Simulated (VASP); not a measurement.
**TaTi3: single point with LDA**

TaTi3:

```xyz
4
Lattice="-1.9979 1.9979 4.3980 1.9979 -1.9979 4.3980 1.9979 1.9979 -4.3980" Properties=species:S:1:pos:R:3 pbc="T T T"
Ta    0.0000    0.0000    0.0000
Ti    0.0000    0.0000    4.3980
Ti    1.9979    0.0000    2.1990
Ti    0.0000    1.9979    2.1990
```

- Program: VASP 6.6.1
- Task: single point
- Functional: LDA
- Potentials or basis: VASP PAW LDA potentials, release 64 (Ta_pv, Ti_sv)
- Cutoff: 520 eV
- k mesh: 9 × 9 × 9
- Occupations: fermi-dirac, width 0.05 eV
- Spin: no spin polarisation

The pressure is -9.1 GPa and the band gap on the k mesh is zero (an odd number of electrons rules out a gap without spin polarisation).

Stress tensor (GPa, compression positive):
```
-9.07  0.00  0.00
 0.00 -9.07  0.00
 0.00  0.00 -9.27
```

Levels at points of the mesh, in eV from the Fermi level:
```csv
k point,band 22,band 23,band 24,band 25,band 26,band 27
"(0.00, 0.00, 0.00)",-0.66,-0.25,-0.25,0.23,1.13,1.13
```

It took 18 min on 1 thread of Intel Xeon 8259CL, on a shared host, peak memory 0.3 GiB.

Caveat: the cell stands under tension; spin-orbit coupling is left out, which moves the levels of the heavy elements.
